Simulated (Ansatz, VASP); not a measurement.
## One calculation of Sb, two programs

The input INCAR:

```
SYSTEM = Sb
PREC = Accurate
ENCUT = 520
EDIFF = 1E-6
ISMEAR = 0
SIGMA = 0.15
LREAL = .FALSE.
LASPH = .TRUE.
NELM = 100
ALGO = Normal
ISIF = 2
LWAVE = .FALSE.
LCHARG = .TRUE.
GGA = PE
LELF = .TRUE.
LVHAR = .TRUE.
NBANDS = 8
```

File KPOINTS:

```
Automatic mesh
0
G
  16 16 16
  0 0 0
```

File POSCAR:

```
Sb
1.0
    3.2032930510      0.0000000000      0.0000000000
    0.0000000000      3.2032930510      0.0000000000
    0.0000000000      0.0000000000      3.0751613290
Sb
1
Direct
    0.0000000000      0.0000000000      0.0000000000
```

Input for Ansatz:

```yaml
crystal:
  lattice:
    - [3.203293051, 0.0, 0.0]
    - [0.0, 3.203293051, 0.0]
    - [0.0, 0.0, 3.075161329]
  atoms:
    - { symbol: Sb, position: [0.0, 0.0, 0.0] }
basis:
  ecutwfc: 420
kpoints:
  mp_grid: { grid: [16, 16, 16] }
hamiltonian:
  xc: pbe
scf:
  occupations: { method: gaussian, width: 0.15 }
output:
  forces: true
  stress: true
  eigenvalues: true
```

Alike in both runs: task single point; functional PBE; k mesh 16 × 16 × 16; occupations gaussian, width 0.15 eV; no spin polarisation.

|  | VASP | Ansatz |
| --- | --- | --- |
| version | VASP 6.6.1 | Ansatz 0.2.0 |
| potentials or method | VASP PAW PBE potentials, release 64 (Sb), cutoff 520 eV | scalar-relativistic, plane waves, PAW |
| valence electrons in the cell | 5 | 15 |

Ansatz gave:

```
gap on the k mesh at the Fermi level (eV)                     : none
pressure (GPa)                                                : -2.3
traceless stress, the component that is largest in VASP (GPa) : 2.16
```

**Question.** What did VASP give for the same quantities?

**Answer.** gap on the k mesh at the Fermi level (eV): none; pressure (GPa): -2.3; traceless stress, the component that is largest in VASP (GPa): 2.17.

A gap of «none» marks a metal or a gap that the smearing closes. VASP's potentials hold 5 valence electrons a cell and Ansatz's 15, so a difference there can come from the potentials and not from the codes.

Neither program's run includes spin-orbit coupling.
